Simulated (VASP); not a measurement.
# SnTe (I4/mmm) in VASP: a series of runs

The runs below take SnTe through single point, with PBE.

All numbers are computed with VASP 6.6.1; they aren't measurements. Logs are shortened: lines on timing, memory, paths and dates and some standing lists are left out, and cuts for length are marked.

**1. The cell of the first run**

Symmetry: I4/mmm, No. 139, tetragonal system. The conventional cell has a = 4.352 Å, b = 4.352 Å, c = 6.629 Å, α = 90.00°, β = 90.00°, γ = 90.00°. Within 4.1 Å of Sn (site symmetry 4/mmm) lie 6 Te at 3.08 to 3.31 Å. Within 4.1 Å of Te (site symmetry 4/mmm) lie 6 Sn at 3.08 to 3.31 Å.

**2. Single point, PBE (strain -0.025 along x and y, +0.050 along z)**

The input, INCAR:

```
SYSTEM = SnTe
ALGO = Normal ; EDIFF = 1E-7
ENCUT = 520 ; GGA = PE
ISIF = 2 ; ISMEAR = 0
LASPH = .True. ; LCHARG = .True.
LELF = .True. ; LREAL = .False.
LVHAR = .True. ; LWAVE = .False.
NBANDS = 17 ; NELM = 80
PREC = Accurate ; SIGMA = 0.03
```

The input, KPOINTS:

```
k-points
0
Gamma
  10 10 10
  0 0 0
```

The input, POSCAR:

```
SnTe
1.0
    0.0000000000      3.0775875000      3.3143250000
    3.0775875000      0.0000000000      3.3143250000
    3.0775875000      3.0775875000      0.0000000000
Sn Te
1 1
Direct
    0.0000000000      0.0000000000      0.0000000000
    0.5000000000      0.5000000000      0.5000000000
```

Potentials or basis: VASP PAW PBE potentials, release 64 (Sn_d, Te).

The run is started by

```
cat potpaw_PBE.64/Sn_d/POTCAR potpaw_PBE.64/Te/POTCAR > POTCAR
mpirun -np 1 vasp_std > vasp.out
```

OUTCAR:

```text
SYSTEM = SnTe
   EDIFF = 1E-7
   ENCUT = 520
   GGA = PE
   ISIF = 2
   ISMEAR = 0
   LASPH = .True.
   LREAL = .False.
   NELM = 80
   PREC = Accurate

 ion  position               nearest neighbor table
   1  0.000  0.000  0.000-   2 3.08   2 3.08   2 3.08   2 3.08   2 3.31   2 3.31
   2  0.500  0.500  0.500-   1 3.08   1 3.08   1 3.08   1 3.08   1 3.31   1 3.31

  LATTYP: Found a body centered tetragonal cell.
 ALAT       =     4.3523659819
 C/A-ratio  =     1.5229992210

  Lattice vectors:

 A1 = (  -3.0775875000,   0.0000000000,   3.3143250000)
 A2 = (   3.0775875000,   0.0000000000,   3.3143250000)
 A3 = (   0.0000000000,   3.0775875000,  -3.3143250000)

Analysis of symmetry for initial positions (statically):
=====================================================================
 Subroutine PRICEL returns:
 Original cell was already a primitive cell.

 Routine SETGRP: Setting up the symmetry group for a
 body centered tetragonal supercell.

 Subroutine GETGRP returns: Found 16 space group operations
 (whereof 16 operations were pure point group operations)
 out of a pool of 16 trial point group operations.

The static configuration has the point symmetry D_4h.

Analysis of symmetry for dynamics (positions and initial velocities):
=====================================================================
 Subroutine PRICEL returns:
 Original cell was already a primitive cell.

 Routine SETGRP: Setting up the symmetry group for a
 body centered tetragonal supercell.

 Subroutine GETGRP returns: Found 16 space group operations
 (whereof 16 operations were pure point group operations)
 out of a pool of 16 trial point group operations.

The dynamic configuration has the point symmetry D_4h.

 Subroutine INISYM returns: Found 16 space group operations
 (whereof 16 operations are pure point group operations),
 and found     1 'primitive' translations

----------------------------------------------------------------------------------------

                                     Primitive cell

  volume of cell :      62.7836

  direct lattice vectors                    reciprocal lattice vectors
     0.000000000  3.077587500  3.314325000    -0.162464918  0.162464918  0.150860281
     3.077587500  0.000000000  3.314325000     0.162464918 -0.162464918  0.150860281
     3.077587500  3.077587500  0.000000000     0.162464918  0.162464918 -0.150860281

  length of vectors
     4.522863587  4.522863587  4.352365982     0.274860916  0.274860916  0.274860916

  position of ions in fractional coordinates (direct lattice)
     0.000000000  0.000000000  0.000000000
     0.500000000  0.500000000  0.500000000

  ion indices of the primitive-cell ions
   primitive index   ion index
                 1           1
                 2           2

----------------------------------------------------------------------------------------

 KPOINTS: k-points

Automatic generation of k-mesh.
 Grid dimensions read from file:
 generate k-points for:   10   10   10

 Generating k-lattice:

  Cartesian coordinates                     Fractional coordinates (reciprocal lattice)
    -0.016246492  0.016246492  0.015086028     0.100000000  0.000000000  0.000000000
     0.016246492 -0.016246492  0.015086028     0.000000000  0.100000000  0.000000000
     0.016246492  0.016246492 -0.015086028    -0.000000000 -0.000000000  0.100000000

  Length of vectors
     0.027486092  0.027486092  0.027486092

  Shift w.r.t. Gamma in fractional coordinates (k-lattice)
     0.000000000  0.000000000  0.000000000

 Subroutine IBZKPT returns following result:
 ===========================================

 Found    102 irreducible k-points:

 Following reciprocal coordinates:
            Coordinates               Weight
  0.000000  0.000000  0.000000      1.000000
  0.100000  0.000000  0.000000      8.000000
  0.200000  0.000000  0.000000      8.000000
  0.300000  0.000000  0.000000      8.000000
  0.400000  0.000000  0.000000      8.000000
  0.500000  0.000000  0.000000      4.000000
[... 16 lines left out ...]
  0.300000  0.300000  0.000000      2.000000
  0.400000  0.300000  0.000000      8.000000
 [... further k-points ...]
   k-points           NKPTS =    102   k-points in BZ     NKDIM =    102   number of bands    NBANDS=     17
   number of dos      NEDOS =    301   number of ions     NIONS =      2
   total plane-waves  NPLWV =  41472
   dimension x,y,z NGX =    36 NGY =   36 NGZ =   32
   dimension x,y,z NGXF=    72 NGYF=   72 NGZF=   64
   ions per type =               1   1
   NGX,Y,Z   is equivalent  to a cutoff of  13.23, 13.23, 12.22 a.u.
   NGXF,Y,Z  is equivalent  to a cutoff of  26.46, 26.46, 24.45 a.u.
 SYSTEM =  SnTe
   PREC   = accura    normal or accurate (medium, high low for compatibility)
   ISTART =      0    job   : 0-new  1-cont  2-samecut
   ICHARG =      2    charge: 1-file 2-atom 10-const
   ISPIN  =      1    spin polarized calculation?
   LNONCOLLINEAR =      F non collinear calculations
   LSORBIT =      F    spin-orbit coupling
   LASPH  =      T    aspherical Exc in radial PAW
   ENCUT  =  520.0 eV  38.22 Ry    6.18 a.u.   8.41  8.41  8.09*2*pi/ulx,y,z
   NELM   =     80;   NELMIN=  2; NELMDL= -5     # of ELM steps
   EDIFF  = 0.1E-06   stopping-criterion for ELM
   LREAL  =      F    real-space projection
   EDIFFG = 0.1E-05   stopping-criterion for IOM
   NSW    =      0    number of steps for IOM
   IBRION =     -1    ionic relax: 0-MD 1-quasi-New 2-CG
   NFREE  =      0    steps in history (QN), initial steepest desc. (CG)
   ISIF   =      2    stress and relaxation
   ISYM   =      2    0-nonsym 1-usesym 2-fastsym
   POTIM  = 0.5000    time-step for ionic-motion
   TEBEG  =    0.0;   TEEND  =   0.0 temperature during run
   PSTRESS=    0.0 pullay stress
   NELECT =      20.0000    total number of electrons
   NUPDOWN=      -1.0000    fix difference up-down
   EMIN   =  10.00;   EMAX   =-10.00  energy-range for DOS
   EFERMI =   0.00;   METHOD = LEGACY
   ISMEAR =     0;   SIGMA  =   0.03  broadening in eV -4-tet -1-fermi 0-gaus
   EFERMI_NEDOS =   21; number of points for ismear=-14 and -15
   IALGO  =     38    algorithm
   IMIX   =      4    mixing-type and parameters
     AMIX     =   0.40;   BMIX     =  1.00
     AMIX_MAG =   1.60;   BMIX_MAG =  1.00
  volume/ion in A,a.u.               =      31.39       211.84
  Fermi-wavevector in a.u.,A,eV,Ry     =   1.118071  2.112849 17.008420  1.250084
  Thomas-Fermi vector in A             =   2.254699
   LORBIT       =      0    0 simple, 1 ext, 2 COOP (PROOUT), +10 PAW based schemes
   GGA     = PE    functional components
   LHFCALC =     F    Hartree Fock is set to
   AEXX    =    0.0000 exact exchange contribution
   IVDW    =     0    specifies the selected vdW correction
   LEPSILON=     F    determine dielectric tensor
   LRPA    =     F    only Hartree local field effects (RPA)
 non-spin polarized calculation
 Gauss-broadening in eV      SIGMA  =   0.03
  energy-cutoff  :      520.00
  volume of cell :       62.78
 maximum number of plane-waves:      1713
 NGX is ok and might be reduce to    36
   NGX = 17   NGY = 17   NGZ = 17

 number of electron      20.0000000 magnetization

 Free energy of the ion-electron system (eV)
  ---------------------------------------------------
  ext. energy  EPLUGINS =         0.00000000
  ---------------------------------------------------
  free energy    TOTEN  =        -7.45749928 eV

  energy without entropy =       -7.45747387  energy(sigma->0) =       -7.45748658

 E-fermi :   6.9735     XC(G=0):  -9.4701

 val. band max:        6.9340860861   @ k =  -0.2000   0.2000   0.0000
 cond. band min:       7.0191608246   @ k =  -0.4000   0.1000   0.2000
 fundamental gap:      0.0850747384
 Fermi energy:         6.9735316491

 k-point     1 :       0.0000    0.0000    0.0000
  band No.  band energies     occupation
      1     -15.0047      2.00000
      2     -14.9891      2.00000
      3     -14.9891      2.00000
      4     -14.9734      2.00000
      5     -14.9665      2.00000
      6      -5.8931      2.00000
[... 9 lines left out ...]
     16      11.8751      0.00000
     17      12.8344      0.00000

 k-point     2 :       0.1000    0.0000    0.0000
  band No.  band energies     occupation
      1     -15.0047      2.00000
      2     -14.9890      2.00000
      3     -14.9887      2.00000
      4     -14.9740      2.00000
      5     -14.9658      2.00000
      6      -5.8088      2.00000
[... 9 lines left out ...]
     16      12.0601      0.00000
     17      13.3861      0.00000

 k-point     3 :       0.2000    0.0000    0.0000
  band No.  band energies     occupation
      1     -15.0049      2.00000
      2     -14.9887      2.00000
      3     -14.9877      2.00000
      4     -14.9756      2.00000
      5     -14.9640      2.00000
      6      -5.5651      2.00000
[... 9 lines left out ...]
     16      12.5799      0.00000
     17      14.6614      0.00000

 k-point     4 :       0.3000    0.0000    0.0000
  band No.  band energies     occupation
      1     -15.0053      2.00000
      2     -14.9882      2.00000
      3     -14.9869      2.00000
      4     -14.9772      2.00000
      5     -14.9617      2.00000
      6      -5.1980      2.00000
[... 9 lines left out ...]
     16      13.4127      0.00000
     17      16.2184      0.00000
[... 343 lines left out ...]
      1     -15.0043      2.00000
      2     -14.9890      2.00000
      3     -14.9859      2.00000
      4     -14.9800      2.00000
      5     -14.9595      2.00000
      6      -5.0292      2.00000
[... 9 lines left out ...]
     16      13.9251      0.00000
     17      15.3984      0.00000

 k-point    23 :       0.3000    0.3000    0.0000
  band No.  band energies     occupation
      1     -15.0130      2.00000
      2     -14.9834      2.00000
      3     -14.9834      2.00000
      4     -14.9712      2.00000
      5     -14.9683      2.00000
      6      -5.1446      2.00000
[... 9 lines left out ...]
     16      15.1391      0.00000
     17      15.1391      0.00000

 k-point    24 :       0.4000    0.3000    0.0000
  band No.  band energies     occupation
      1     -15.0142      2.00000
      2     -14.9826      2.00000
      3     -14.9824      2.00000
      4     -14.9716      2.00000
      5     -14.9679      2.00000
      6      -4.9005      2.00000
[... 9 lines left out ...]
     16      15.9393      0.00000
     17      16.2490      0.00000

 [... further k-points ...]

------------------------ aborting loop because EDIFF is reached ----------------------------------------

  FORCE on cell =-STRESS in cart. coord.  units (eV):
  Direction    XX          YY          ZZ          XY          YZ          ZX
  --------------------------------------------------------------------------------------
  -------------------------------------------------------------------------------------
  Total        2.2396196      2.2396196     -1.1737722      0.0000000     -0.0000000      0.0000000
  in kB       57.1529882     57.1529882    -29.9535631      0.0000000     -0.0000000      0.0000000
  external PRESSURE =      28.1174711 kB  Pullay stress =       0.0000000 kB

 VOLUME and BASIS-vectors are now :
 -----------------------------------------------------------------------------
  energy-cutoff  :      520.00
  volume of cell :       62.78
      direct lattice vectors                 reciprocal lattice vectors
     0.000000000  3.077587500  3.314325000    -0.162464918  0.162464918  0.150860281
     3.077587500  0.000000000  3.314325000     0.162464918 -0.162464918  0.150860281
     3.077587500  3.077587500  0.000000000     0.162464918  0.162464918 -0.150860281

 POSITION                                       TOTAL-FORCE (eV/Angst)
 -----------------------------------------------------------------------------------
      0.00000      0.00000      0.00000         0.000000     -0.000000     -0.000000
      3.07759      3.07759      3.31433         0.000000      0.000000      0.000000
 -----------------------------------------------------------------------------------
    total drift:                               -0.000000      0.000000      0.000000

  FREE ENERGIE OF THE ION-ELECTRON SYSTEM (eV)
  ---------------------------------------------------
  free  energy   TOTEN  =        -7.4574992848 eV

  energy  without entropy=       -7.4574738713  energy(sigma->0) =       -7.45748658
```

Wall time 51 s (1 thread of Intel Xeon 6975P-C (Granite Rapids), shared host); peak memory 0.26 GiB.

Results:

* Free energy: -7.4575 eV
* Pressure: 2.8 GPa
* Band gap on the k mesh: 0.09 eV (least direct gap 0.37 eV)

Caveat: the cell differs from its parent crystal (strain -0.025 along x and y, +0.050 along z); spin-orbit coupling is left out, which moves the levels of the heavy elements. A k mesh can miss the band edges.

**3. Single point, PBE (strain +0.025 along x and y, -0.050 along z)**

The input, INCAR:

```
SYSTEM = SnTe
ALGO = Normal ; EDIFF = 1E-7
ENCUT = 520 ; GGA = PE
ISIF = 2 ; ISMEAR = 0
LASPH = .TRUE. ; LCHARG = .TRUE.
LELF = .TRUE. ; LREAL = .FALSE.
LVHAR = .TRUE. ; LWAVE = .FALSE.
NBANDS = 17 ; NELM = 60
PREC = Accurate ; SIGMA = 0.03
```

The input, KPOINTS:

```
k-points
0
G
  10 10 10
  0 0 0
```

The input, POSCAR:

```
SnTe
1.0
    0.0000000000      3.2354125000      2.9986750000
    3.2354125000      0.0000000000      2.9986750000
    3.2354125000      3.2354125000      0.0000000000
Sn Te
1 1
Direct
    0.0000000000      0.0000000000      0.0000000000
    0.5000000000      0.5000000000      0.5000000000
```

Potentials or basis: VASP PAW PBE potentials, release 64 (Sn_d, Te).

The run is started by

```
cat potpaw_PBE.64/Sn_d/POTCAR potpaw_PBE.64/Te/POTCAR > POTCAR
mpirun -np 1 vasp_std > vasp.out
```

It took 59 s on 1 thread of Intel Xeon 6975P-C (Granite Rapids), shared host; peak memory 0.27 GiB.

The run converged. Its results:

- Free energy: -7.4343 eV
- Pressure: 2.9 GPa
- Band gap on the k mesh: 0.27 eV (least direct gap 0.33 eV)

Stress tensor (GPa, compression positive):
```
-0.96  0.00  0.00
 0.00 -0.96  0.00
 0.00  0.00 10.73
```

Levels at points of the mesh, in eV from the valence-band top:
```tsv
k point	band 7	band 8	band 9	band 10	band 11	band 12	band 13	band 14
(0.00, 0.00, 0.00)	-4.59	-2.66	-1.80	-1.80	2.79	2.79	4.67	4.67
(0.50, 0.00, 0.00)	-8.30	-1.84	-1.71	-0.07	0.27	0.30	0.78	7.79
(0.50, 0.50, 0.00)	-6.67	-5.62	-3.81	-3.81	2.11	4.79	4.79	7.27
(0.50, 0.00, 0.50)	-6.21	-5.46	-4.05	-3.17	2.34	4.09	6.05	6.17
```

Caveat: the cell differs from its parent crystal (strain +0.025 along x and y, -0.050 along z); spin-orbit coupling is left out, which moves the levels of the heavy elements. A k mesh can miss the band edges.

[end of part 1 of 2]
